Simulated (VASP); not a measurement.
# NbP (I4_1md) in VASP: notebook

Aim: see how the results for NbP move with the level of theory and the settings. Levels: PBEsol-based global hybrid with 25 % exact exchange, revPBE, PBEsol. Tasks: single point, relaxation of cell and atoms.

Program: VASP 6.6.1. These are calculated values, not measurements. Logs are shortened: lines on timing, memory, paths and dates and some standing lists are left out, and cuts for length are marked.

**1. The cell of the first run**

It takes space group I4_1md (No. 109, tetragonal). Conventional cell: a = 3.350 Å, b = 3.350 Å, c = 11.480 Å, α = 90.00°, β = 90.00°, γ = 90.00°. Nb (site symmetry 2mm) has 6 P at 2.55 Å and 8 Nb at 3.32 to 3.35 Å within 3.4 Å. Within 3.4 Å of P (site symmetry 2mm) lie 6 Nb at 2.55 Å and 8 P at 3.32 to 3.35 Å.

**2. Single point, PBEsol-based global hybrid with 25 % exact exchange**

The input, POSCAR:

```
NbP
1.0
   -1.6749232544      1.6749232544      5.7401081759
    1.6749232544     -1.6749232544      5.7401081759
    1.6749232544      1.6749232544     -5.7401081759
Nb P
2 2
Direct
    0.2498808000      0.7498808000      0.5000000000
    0.4998808000      0.4998808000      0.0000000000
    0.8327477700      0.3327477700      0.5000000000
    0.0827477700      0.0827477700      0.0000000000
```

The input, INCAR.step1:

```
PREC     = Accurate       # precision mode
ENCUT    = 520            # plane-wave cutoff, eV
EDIFF    = 1E-5           # SCF threshold, eV
ISMEAR   = -1             # smearing method
SIGMA    = 0.05           # smearing width, eV
LREAL    = F              # projectors in reciprocal space
LASPH    = T              # aspherical terms in the spheres
NELM     = 100            # most SCF steps
ALGO     = Normal         # electronic algorithm
ISIF     = 2              # what is computed and relaxed
LWAVE    = T              # write WAVECAR
LCHARG   = F              # write CHGCAR
GGA      = PE             # functional
NBANDS   = 26             # bands
LUSENCCL = F
```

The input, INCAR.step2:

```
PREC     = Accurate       # precision mode
ENCUT    = 520            # plane-wave cutoff, eV
EDIFF    = 1E-6           # SCF threshold, eV
ISMEAR   = -1             # smearing method
SIGMA    = 0.05           # smearing width, eV
LREAL    = F              # projectors in reciprocal space
LASPH    = T              # aspherical terms in the spheres
NELM     = 100            # most SCF steps
ALGO     = Normal         # electronic algorithm
ISIF     = 2              # what is computed and relaxed
LWAVE    = F              # write WAVECAR
LCHARG   = F              # write CHGCAR
GGA      = PS             # functional
LHFCALC  = T              # exact exchange
AEXX     = 0.25           # exact-exchange fraction
PRECFOCK = Normal       
ISTART   = 1            
NBANDS   = 26             # bands
LUSENCCL = F
```

The input, KPOINTS:

```
regular mesh
0
Gamma
  6 6 6
```

Potentials or basis: VASP PAW PBE potentials, release 64 (Nb_sv, P).

Run with:

```bash
$ cat potpaw_PBE.64/Nb_sv/POTCAR potpaw_PBE.64/P/POTCAR > POTCAR
$ cp INCAR.step1 INCAR
$ mpirun -np 1 vasp_std > vasp.out
$ cp INCAR.step2 INCAR
$ mpirun -np 1 vasp_std > vasp.out
```

OUTCAR:

```text
PREC = Accurate
   ENCUT = 520
   EDIFF = 1E-6
   ISMEAR = -1
   LREAL = F
   LASPH = T
   NELM = 100
   ISIF = 2
   GGA = PS
   LHFCALC = T
   AEXX = 0.25
   PRECFOCK = Normal
   ISTART = 1

 ion  position               nearest neighbor table
   1  0.250  0.750  0.500-   4 2.55   4 2.55   3 2.55   3 2.55   3 2.55   3 2.55
   2  0.500  0.500  0.000-   3 2.55   3 2.55   4 2.55   4 2.55   4 2.55   4 2.55
   3  0.833  0.333  0.500-   2 2.55   2 2.55   1 2.55   1 2.55   1 2.55   1 2.55
   4  0.083  0.083  0.000-   1 2.55   1 2.55   2 2.55   2 2.55   2 2.55   2 2.55

  LATTYP: Found a body centered tetragonal cell.
 ALAT       =     3.3498465088
 C/A-ratio  =     3.4270872775

  Lattice vectors:

 A1 = (  -1.6749232544,   1.6749232544,   5.7401081759)
 A2 = (   1.6749232544,  -1.6749232544,   5.7401081759)
 A3 = (   1.6749232544,   1.6749232544,  -5.7401081759)

Analysis of symmetry for initial positions (statically):
=====================================================================
 Subroutine PRICEL returns:
 Original cell was already a primitive cell.

 Routine SETGRP: Setting up the symmetry group for a
 body centered tetragonal supercell.

 Subroutine GETGRP returns: Found  8 space group operations
 (whereof  4 operations were pure point group operations)
 out of a pool of 16 trial point group operations.

The static configuration has the point symmetry C_2v.
 The point group associated with its full space group is C_4v.

Analysis of symmetry for dynamics (positions and initial velocities):
=====================================================================
 Subroutine PRICEL returns:
 Original cell was already a primitive cell.

 Routine SETGRP: Setting up the symmetry group for a
 body centered tetragonal supercell.

 Subroutine GETGRP returns: Found  8 space group operations
 (whereof  4 operations were pure point group operations)
 out of a pool of 16 trial point group operations.

The dynamic configuration has the point symmetry C_2v.
 The point group associated with its full space group is C_4v.

 Subroutine INISYM returns: Found  8 space group operations
 (whereof  4 operations are pure point group operations),
 and found     1 'primitive' translations

----------------------------------------------------------------------------------------

                                     Primitive cell

  volume of cell :      64.4125

  direct lattice vectors                    reciprocal lattice vectors
    -1.674923254  1.674923254  5.740108176     0.000000000  0.298521140  0.087106372
     1.674923254 -1.674923254  5.740108176     0.298521140  0.000000000  0.087106372
     1.674923254  1.674923254 -5.740108176     0.298521140  0.298521140  0.000000000

  length of vectors
     6.209635874  6.209635874  6.209635874     0.310970081  0.310970081  0.422172645

  position of ions in fractional coordinates (direct lattice)
     0.249880800  0.749880800  0.500000000
     0.499880800  0.499880800  0.000000000
     0.832747770  0.332747770  0.500000000
     0.082747770  0.082747770  0.000000000

  ion indices of the primitive-cell ions
   primitive index   ion index
                 1           1
                 2           2
                 3           3
                 4           4

----------------------------------------------------------------------------------------

 KPOINTS: regular mesh

Automatic generation of k-mesh.
 Grid dimensions read from file:
 generate k-points for:    6    6    6

 Generating k-lattice:

  Cartesian coordinates                     Fractional coordinates (reciprocal lattice)
     0.000000000  0.049753523  0.014517729     0.166666667  0.000000000 -0.000000000
     0.049753523  0.000000000  0.014517729     0.000000000  0.166666667 -0.000000000
     0.049753523  0.049753523  0.000000000     0.000000000  0.000000000  0.166666667

  Length of vectors
     0.051828347  0.051828347  0.070362108

  Shift w.r.t. Gamma in fractional coordinates (k-lattice)
     0.000000000  0.000000000  0.000000000

 Subroutine IBZKPT returns following result:
 ===========================================

 Found     30 irreducible k-points:

 Following reciprocal coordinates:
            Coordinates               Weight
  0.000000  0.000000  0.000000      1.000000
  0.166667  0.000000  0.000000      8.000000
  0.333333  0.000000  0.000000      8.000000
  0.500000  0.000000  0.000000      4.000000
  0.166667  0.166667  0.000000      8.000000
  0.333333  0.166667  0.000000     16.000000
[... 16 lines left out ...]
 -0.333333 -0.333333  0.166667      8.000000
 -0.166667 -0.333333  0.166667      8.000000
 [... further k-points ...]
   k-points           NKPTS =     30   k-points in BZ     NKDIM =    216   number of bands    NBANDS=     26
   number of dos      NEDOS =    301   number of ions     NIONS =      4
   total plane-waves  NPLWV = 110592
   dimension x,y,z NGX =    48 NGY =   48 NGZ =   48
   dimension x,y,z NGXF=    96 NGYF=   96 NGZF=   96
   ions per type =               2   2
   NGX,Y,Z   is equivalent  to a cutoff of  12.85, 12.85, 12.85 a.u.
   NGXF,Y,Z  is equivalent  to a cutoff of  25.70, 25.70, 25.70 a.u.
 SYSTEM =  unknown system
   PREC   = accura    normal or accurate (medium, high low for compatibility)
   ISTART =      1    job   : 0-new  1-cont  2-samecut
   ICHARG =      0    charge: 1-file 2-atom 10-const
   ISPIN  =      1    spin polarized calculation?
   LNONCOLLINEAR =      F non collinear calculations
   LSORBIT =      F    spin-orbit coupling
   LASPH  =      T    aspherical Exc in radial PAW
   ENCUT  =  520.0 eV  38.22 Ry    6.18 a.u.  11.55 11.55 11.55*2*pi/ulx,y,z
   NELM   =    100;   NELMIN=  2; NELMDL=  0     # of ELM steps
   EDIFF  = 0.1E-05   stopping-criterion for ELM
   LREAL  =      F    real-space projection
   EDIFFG = 0.1E-04   stopping-criterion for IOM
   NSW    =      0    number of steps for IOM
   IBRION =     -1    ionic relax: 0-MD 1-quasi-New 2-CG
   NFREE  =      0    steps in history (QN), initial steepest desc. (CG)
   ISIF   =      2    stress and relaxation
   ISYM   =      3    0-nonsym 1-usesym 2-fastsym
   POTIM  = 0.5000    time-step for ionic-motion
   TEBEG  =    0.0;   TEEND  =   0.0 temperature during run
   PSTRESS=    0.0 pullay stress
   NELECT =      36.0000    total number of electrons
   NUPDOWN=      -1.0000    fix difference up-down
   EMIN   =  10.00;   EMAX   =-10.00  energy-range for DOS
   EFERMI =   0.00;   METHOD = LEGACY
   ISMEAR =    -1;   SIGMA  =   0.05  broadening in eV -4-tet -1-fermi 0-gaus
   EFERMI_NEDOS =   21; number of points for ismear=-14 and -15
   IALGO  =     38    algorithm
   IMIX   =      1    mixing-type and parameters
     AMIX     =   0.40;   BMIX     =  1.00
     AMIX_MAG =   1.60;   BMIX_MAG =  1.00
  volume/ion in A,a.u.               =      16.10       108.67
  Fermi-wavevector in a.u.,A,eV,Ry     =   1.348504  2.548304 24.741706  1.818464
  Thomas-Fermi vector in A             =   2.476168
   LORBIT       =      0    0 simple, 1 ext, 2 COOP (PROOUT), +10 PAW based schemes
   GGA     = PS    functional components
   LHFCALC =     T    Hartree Fock is set to
   PRECFOCK=normal    Normal, Fast or Accurate (Low or Medium for compatibility)
   ENCUT4O =  -1.0   cutoff for four orbital integrals eV
   NKREDX  =     1    reduce k-point grid by
   NKREDY  =     1    reduce k-point grid by
   NKREDZ  =     1    reduce k-point grid by
   AEXX    =    0.2500 exact exchange contribution
   HFSCREEN=    0.0000 screening length (either q_TF or 0.3 A-1)
   HFSCREENC=   0.0000 screening length for correlation (either q_TF or 0.3 A-1)
   ENCUTFOCK=  -1.0 apply spherical cutoff to Coloumb kernel
   IVDW    =     0    specifies the selected vdW correction
   LEPSILON=     F    determine dielectric tensor
   LRPA    =     F    only Hartree local field effects (RPA)
 non-spin polarized calculation
  energy-cutoff  :      520.00
  volume of cell :       64.41
 maximum number of plane-waves:      1749
 NGX is ok and might be reduce to    48
  NGX = 36; NGY = 36; NGZ = 36

 number of electron      35.9999999 magnetization

 Free energy of the ion-electron system (eV)
  ---------------------------------------------------
  ext. energy  EPLUGINS =         0.00000000
  ---------------------------------------------------
  free energy    TOTEN  =       -46.32688521 eV

  energy without entropy =      -46.32668909  energy(sigma->0) =      -46.32678715

 E-fermi :  10.5138     XC(G=0):  -9.5110

 val. band max:       10.2338404295   @ k =  -0.1667   0.5000   0.1667
 cond. band min:      10.8059656980   @ k =  -0.1667   0.3333   0.1667
 fundamental gap:      0.5721252685
 Fermi energy:        10.5137715636

 k-point     1 :       0.0000    0.0000    0.0000
  band No.  band energies     occupation
      1     -48.9195      2.00000
      2     -48.8750      2.00000
      3     -23.8271      2.00000
      4     -23.5664      2.00000
      5     -23.5664      2.00000
      6     -23.4176      2.00000
[... 18 lines left out ...]
     25      15.4484      0.00000
     26      15.4484      0.00000

 k-point     2 :       0.1667    0.0000    0.0000
  band No.  band energies     occupation
      1     -48.9121      2.00000
      2     -48.8720      2.00000
      3     -23.7997      2.00000
      4     -23.6492      2.00000
      5     -23.5582      2.00000
      6     -23.4973      2.00000
[... 18 lines left out ...]
     25      15.8554      0.00000
     26      16.6565      0.00000

 k-point     3 :       0.3333    0.0000    0.0000
  band No.  band energies     occupation
      1     -48.8964      2.00000
      2     -48.8670      2.00000
      3     -23.8419      2.00000
      4     -23.7228      2.00000
      5     -23.6234      2.00000
      6     -23.5415      2.00000
[... 572 lines left out ...]
 k-point    23 :      -0.3333   -0.3333    0.1667
  band No.  band energies     occupation
      1     -48.8965      2.00000
      2     -48.8773      2.00000
      3     -23.7077      2.00000
      4     -23.6626      2.00000
      5     -23.6228      2.00000
      6     -23.5019      2.00000
[... 18 lines left out ...]
     25      16.2276      0.00000
     26      16.2396      0.00000

 k-point    24 :      -0.1667   -0.3333    0.1667
  band No.  band energies     occupation
      1     -48.9068      2.00000
      2     -48.8774      2.00000
      3     -23.7496      2.00000
      4     -23.6544      2.00000
      5     -23.5627      2.00000
      6     -23.4923      2.00000
[... 18 lines left out ...]
     25      15.4530      0.00000
     26      16.8721      0.00000

 [... further k-points ...]

------------------------ aborting loop because EDIFF is reached ----------------------------------------

  FORCE on cell =-STRESS in cart. coord.  units (eV):
  Direction    XX          YY          ZZ          XY          YZ          ZX
  --------------------------------------------------------------------------------------
  -------------------------------------------------------------------------------------
  Total       -4.0815765     -4.0815765     -3.4512893      0.0000000      0.0000000      0.0000000
  in kB     -101.5239801   -101.5239801    -85.8463924      0.0000000      0.0000000      0.0000000
  external PRESSURE =     -96.2981175 kB  Pullay stress =       0.0000000 kB

 VOLUME and BASIS-vectors are now :
 -----------------------------------------------------------------------------
  energy-cutoff  :      520.00
  volume of cell :       64.41
      direct lattice vectors                 reciprocal lattice vectors
    -1.674923254  1.674923254  5.740108176     0.000000000  0.298521140  0.087106372
     1.674923254 -1.674923254  5.740108176     0.298521140  0.000000000  0.087106372
     1.674923254  1.674923254 -5.740108176     0.298521140  0.298521140  0.000000000

 POSITION                                       TOTAL-FORCE (eV/Angst)
 -----------------------------------------------------------------------------------
      1.67492      0.00000      2.86869         0.000000     -0.000000      0.025679
      0.00000      0.00000      5.73874        -0.000000      0.000000      0.025679
      0.00000      1.67492      3.82002        -0.000000      0.000000     -0.025679
      0.00000      0.00000      0.94996         0.000000     -0.000000     -0.025679
 -----------------------------------------------------------------------------------
    total drift:                               -0.000005      0.000000      0.000213

  FREE ENERGIE OF THE ION-ELECTRON SYSTEM (eV)
  ---------------------------------------------------
  free  energy   TOTEN  =       -46.3268852143 eV

  energy  without entropy=      -46.3266890921  energy(sigma->0) =      -46.32678715
```

Wall time 32 min (1 × NVIDIA H100 80GB with 1 thread of AMD EPYC 7R13 (Zen 3), shared host); peak memory 1.3 GiB.

What came out:

```yaml
Free_energy: -46.3269 eV
Pressure: -9.6 GPa
Largest_force: 0.026 eV/Å
Band_gap_on_the_k_mesh: 0.57 eV (least direct gap 0.65 eV)
```

Forces in eV/Å, atoms in the order of the input:
```
Nb   0.000  0.000  0.026
Nb   0.000  0.000  0.026
P    0.000  0.000 -0.026
P    0.000  0.000 -0.026
```

Caveat: the cell stands under tension; the PAW data sets were made with another functional, which shifts forces and pressure a little.

[end of part 1 of 2]
